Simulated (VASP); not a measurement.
# PbSe (I4/mmm) in VASP: further runs, part 2 of 2

VASP 6.6.1.

## 5. Single point, PBE+D3(BJ) (26.08 Å³/atom)

Contents of INCAR:

```
PREC = Accurate
ENCUT = 520
EDIFF = 1E-7
ISMEAR = 0
SIGMA = 0.03
LREAL = F
LASPH = T
NELM = 60
ALGO = Normal
ISIF = 2
LWAVE = F
LCHARG = F
GGA = PE
IVDW = 12
NBANDS = 17
```

Contents of KPOINTS:

```
regular mesh
0
Gamma
  10 10 10
```

Contents of POSCAR:

```
PbSe
1.0
    0.0000000000      2.9975196351      2.9027980146
    2.9975196351      0.0000000000      2.9027980146
    2.9975196351      2.9975196351      0.0000000000
Pb Se
1 1
Direct
    0.0000000000      0.0000000000      0.0000000000
    0.5000000000      0.5000000000      0.5000000000
```

Potentials or basis: VASP PAW PBE potentials, release 64 (Pb_d, Se).

Command:

```bash
$ cat potpaw_PBE.64/Pb_d/POTCAR potpaw_PBE.64/Se/POTCAR > POTCAR
$ mpirun -np 1 vasp_std > vasp.out
```

OUTCAR:

```text
PREC = Accurate
   ENCUT = 520
   EDIFF = 1E-7
   ISMEAR = 0
   LREAL = F
   LASPH = T
   NELM = 60
   ISIF = 2
   GGA = PE
   IVDW = 12
 IVDW          = 12

 ion  position               nearest neighbor table
   1  0.000  0.000  0.000-   2 2.90   2 2.90   2 3.00   2 3.00   2 3.00   2 3.00
   2  0.500  0.500  0.500-   1 2.90   1 2.90   1 3.00   1 3.00   1 3.00   1 3.00

  LATTYP: Found a body centered tetragonal cell.
 ALAT       =     4.2391329214
 C/A-ratio  =     1.3695244138

  Lattice vectors:

 A1 = (   0.0000000000,  -2.9975196351,  -2.9027980146)
[... 667 lines left out ...]

 Edisp (eV)   -0.81150

 E8    (eV) :    -0.3782

  FORCE on cell =-STRESS in cart. coord.  units (eV):
  Direction    XX          YY          ZZ          XY          YZ          ZX
  --------------------------------------------------------------------------------------
  -------------------------------------------------------------------------------------
  Total       1.44703     1.44703     3.55298     0.00000     0.00000    -0.00000
  in kB      44.44440    44.44440   109.12703     0.00000     0.00000    -0.00000
  external pressure =       66.01 kB  Pullay stress =        0.00 kB

 VOLUME and BASIS-vectors are now :
 -----------------------------------------------------------------------------
  energy-cutoff  :      520.00
  volume of cell :       52.16
      direct lattice vectors                 reciprocal lattice vectors
     0.000000000  2.997519635  2.902798015    -0.166804579  0.166804579  0.172247603
     2.997519635  0.000000000  2.902798015     0.166804579 -0.166804579  0.172247603
     2.997519635  2.997519635  0.000000000     0.166804579  0.166804579 -0.172247603

 POSITION                                       TOTAL-FORCE (eV/Angst)
 -----------------------------------------------------------------------------------
      0.00000      0.00000      0.00000         0.000000     -0.000000     -0.000000
      2.99752      2.99752      2.90280        -0.000000      0.000000      0.000000
 -----------------------------------------------------------------------------------
    total drift:                                0.000000     -0.000000     -0.000000

  FREE ENERGIE OF THE ION-ELECTRON SYSTEM (eV)
  ---------------------------------------------------
  free  energy   TOTEN  =        -8.7890452262 eV

  energy  without entropy=       -8.7890396375  energy(sigma->0) =       -8.78904243
```

OSZICAR:

```text
N       E                     dE             d eps       ncg     rms          rms(c)
DAV:   1     0.156270377776E+03    0.15627E+03   -0.97286E+03  3493   0.125E+03
DAV:   2     0.312078832798E+01   -0.15315E+03   -0.14754E+03  3694   0.312E+02
DAV:   3    -0.795709260775E+01   -0.11078E+02   -0.10935E+02  4480   0.893E+01
DAV:   4    -0.820597813546E+01   -0.24889E+00   -0.24864E+00  4345   0.144E+01
DAV:   5    -0.821393938083E+01   -0.79612E-02   -0.79608E-02  4989   0.256E+00    0.306E+00
DAV:   6    -0.798168429822E+01    0.23226E+00   -0.52995E-01  5476   0.560E+00    0.186E+00
DAV:   7    -0.797512095388E+01    0.65633E-02   -0.10831E-01  4350   0.173E+00    0.919E-01
DAV:   8    -0.797760871604E+01   -0.24878E-02   -0.98881E-03  4350   0.116E+00    0.803E-02
DAV:   9    -0.797750075470E+01    0.10796E-03   -0.12336E-03  5526   0.405E-01    0.505E-02
DAV:  10    -0.797753543046E+01   -0.34676E-04   -0.12709E-04  4167   0.825E-02    0.185E-02
DAV:  11    -0.797754160479E+01   -0.61743E-05   -0.53654E-05  5162   0.787E-02    0.121E-02
DAV:  12    -0.797754120068E+01    0.40411E-06   -0.34736E-06  4247   0.119E-02    0.364E-03
DAV:  13    -0.797754106389E+01    0.13680E-06   -0.52693E-07  4528   0.613E-03    0.155E-03
DAV:  14    -0.797754119978E+01   -0.13590E-06   -0.33003E-08  2363   0.157E-03    0.474E-04
DAV:  15    -0.797754119508E+01    0.46973E-08   -0.66264E-09  2206   0.119E-03
   1 F= -.87890452E+01 E0= -.87890424E+01  d E =-.558868E-05
```

stdout:

```text
POSCAR found type information on POSCAR PbSe
 POSCAR found :  2 types and       2 ions
 scaLAPACK will be used
 LDA part: xc-table for (Slater+PW92), standard interpolation
 POSCAR, INCAR and KPOINTS ok, starting setup
 FFT: planning ... GRIDC
 FFT: planning ... GRID_SOFT
 FFT: planning ... GRID
 WAVECAR not read
 entering main loop
```

It took 27 s on 1 thread of Intel Xeon 6975P-C (Granite Rapids), shared host; peak memory 0.24 GiB.

What came out:

```yaml
Free_energy: -8.7890 eV
Pressure: 6.6 GPa
Band_gap_on_the_k_mesh: 0.11 eV
Dispersion_energy_per_atom: -0.406 eV
```

Stress tensor (GPa, compression positive):
```
 4.44  0.00  0.00
 0.00  4.44  0.00
 0.00  0.00 10.91
```

Caveat: the stress differs along the axes, from 4 to 11 GPa; spin-orbit coupling is left out, which moves the levels of the heavy elements.

## 6. Single point, PBE+D3(BJ) (26.78 Å³/atom)

This run uses another cell than the first one, of 26.78 Å³/atom.

Contents of INCAR:

```
PREC = Accurate ; ENCUT = 520
EDIFF = 1E-6 ; ISMEAR = 0
SIGMA = 0.03 ; LREAL = False
LASPH = True ; NELM = 60
ALGO = Normal ; ISIF = 2
LWAVE = False ; LCHARG = False
GGA = PE ; IVDW = 12
NBANDS = 17
```

KPOINTS is that of step 5.

Contents of POSCAR:

```
PbSe
1.0
    0.0000000000      3.0726228753      2.8360309139
    3.0726228753      0.0000000000      2.8360309139
    3.0726228753      3.0726228753      0.0000000000
Pb Se
1 1
Direct
    0.0000000000      0.0000000000      0.0000000000
    0.5000000000      0.5000000000      0.5000000000
```

Potentials or basis: VASP PAW PBE potentials, release 64 (Pb_d, Se).

Command:

```bash
$ cat potpaw_PBE.64/Pb_d/POTCAR potpaw_PBE.64/Se/POTCAR > POTCAR
$ mpirun -np 1 vasp_std > vasp.out
```

Wall time 23 s (1 thread of Intel Xeon 6975P-C (Granite Rapids), shared host); peak memory 0.24 GiB.

Results (log left out):

| Item | Value |
| --- | --- |
| Free energy | -8.7240 eV |
| Pressure | 5.7 GPa |
| Band gap on the k mesh | 0.19 eV |
| Dispersion energy per atom | -0.395 eV |

Stress tensor (GPa, compression positive):
```
 0.43  0.00  0.00
 0.00  0.43  0.00
 0.00  0.00 16.14
```

Levels at points of the mesh, in eV from the valence-band top:
| k point | band 8 | band 9 | band 10 | band 11 | band 12 | band 13 |
| --- | --- | --- | --- | --- | --- | --- |
| (0.00, 0.00, 0.00) | -2.81 | -2.03 | -2.03 | 4.17 | 4.17 | 6.18 |
| (0.50, 0.00, 0.00) | -1.91 | -1.76 | 0.00 | 0.19 | 1.23 | 1.84 |
| (0.50, 0.50, 0.00) | -5.76 | -3.89 | -3.89 | 3.11 | 5.57 | 5.57 |
| (0.50, 0.00, 0.50) | -5.62 | -4.14 | -3.24 | 3.47 | 4.96 | 5.96 |

Caveat: the stress differs along the axes, from 0 to 16 GPa; spin-orbit coupling is left out, which moves the levels of the heavy elements. A k mesh can miss the band edges.

## 7. The runs side by side

```csv
cell,gap on the mesh (eV),pressure (GPa)
"a = 4.163, b = 4.163, c = 4.262 Å, angles 59.2, 59.2, 61.6°, 2 atoms",0.16,6.9
"a = 4.154, b = 4.154, c = 4.285 Å, angles 59.0, 59.0, 62.1°, 2 atoms",0.22,7.2
"a = 4.243, b = 4.243, c = 4.105 Å, angles 61.1, 61.1, 57.9°, 2 atoms",0.20,7.2
"a = 4.173, b = 4.173, c = 4.239 Å, angles 59.5, 59.5, 61.1°, 2 atoms",0.11,6.6
"a = 4.181, b = 4.181, c = 4.345 Å, angles 58.7, 58.7, 62.6°, 2 atoms",0.19,5.7
```

Alike in all rows: task single point; level PBE+D3(BJ); potentials or basis VASP PAW PBE potentials, release 64 (Pb_d, Se); no spin polarisation; k mesh 10 × 10 × 10; cutoff (eV) 520; smearing gaussian 0.03 eV.

Caveats: spin-orbit coupling is left out, which moves the levels of the heavy elements; the stress differs along the axes, from 4 to 13 GPa (at least some runs); the stress differs along the axes, from 3 to 16 GPa (at least some runs); the stress differs along the axes, from -0 to 11 GPa (at least some runs); the stress differs along the axes, from 4 to 11 GPa (at least some runs); the stress differs along the axes, from 0 to 16 GPa (at least some runs).

Absolute energies hang on the potentials; compare differences alone.
